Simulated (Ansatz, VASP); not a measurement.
**Two plane-wave programs on HfB**

The input INCAR:

```
SYSTEM = HfB
PREC     = Accurate       ! precision mode
ENCUT    = 520            ! plane-wave cutoff, eV
EDIFF    = 1E-6           ! SCF threshold, eV
ISMEAR   = 0              ! smearing method
SIGMA    = 0.15           ! smearing width, eV
LREAL    = .FALSE.        ! projectors in reciprocal space
LASPH    = .TRUE.         ! aspherical terms in the spheres
NELM     = 80             ! most SCF steps
ALGO     = Normal         ! electronic algorithm
ISIF     = 2              ! what is computed and relaxed
LWAVE    = .FALSE.        ! write WAVECAR
LCHARG   = .FALSE.        ! write CHGCAR
GGA      = PE             ! functional
NBANDS   = 14             ! bands
```

Contents of KPOINTS:

```
regular mesh
0
G
  18 18 18
  0 0 0
```

File POSCAR:

```
HfB
1.0
    0.0000000000      2.3100000000      2.3100000000
    2.3100000000      0.0000000000      2.3100000000
    2.3100000000      2.3100000000      0.0000000000
Hf B
1 1
Direct
    0.5000000000      0.5000000000      0.5000000000
   -0.0270562771     -0.0270562771      0.0270562771
```

Input for Ansatz:

```yaml
crystal:
  lattice:
    - [0.0, 2.31, 2.31]
    - [2.31, 0.0, 2.31]
    - [2.31, 2.31, 0.0]
  atoms:
    - { symbol: Hf, position: [0.5, 0.5, 0.5] }
    - { symbol: B, position: [-0.0270562771, -0.0270562771, 0.0270562771] }
basis:
  ecutwfc: 420
kpoints:
  mp_grid: { grid: [18, 18, 18] }
hamiltonian:
  xc: pbe
scf:
  occupations: { method: gaussian, width: 0.15 }
output:
  forces: true
  stress: true
  eigenvalues: true
  write_density: true
  write_potential: true
  elf: true
  volumetric_format: npy
```

Change from the starting cell: all B atoms moved +0.125 Å, as atom 2 towards its neighbour atom 1 (Hf) at 2.310 Å.

Alike in both runs: task single point; functional PBE; k mesh 18 × 18 × 18; occupations gaussian, width 0.15 eV; no spin polarisation.

```csv
,VASP,Ansatz
version,VASP 6.6.1,Ansatz 0.2.0
potentials or method,"VASP PAW PBE potentials, release 64 (Hf_pv, B), cutoff 520 eV","scalar-relativistic, plane waves, PAW"
valence electrons in the cell,13,29
```

```csv
,VASP,Ansatz,Ansatz less VASP
gap on the k mesh at the Fermi level (eV),none,none,-
rms of the force components (eV/Å),0.874,0.872,-0.0013
```

Atom by atom the forces differ by 0.001 eV/Å (rms over components). A gap of «none» marks a metal or a gap that the smearing closes. With one functional, cell and mesh, what is left measures potentials, basis and numerics. VASP's potentials hold 13 valence electrons a cell and Ansatz's 29, so a difference there can come from the potentials and not from the codes.

Neither program's run includes spin-orbit coupling.
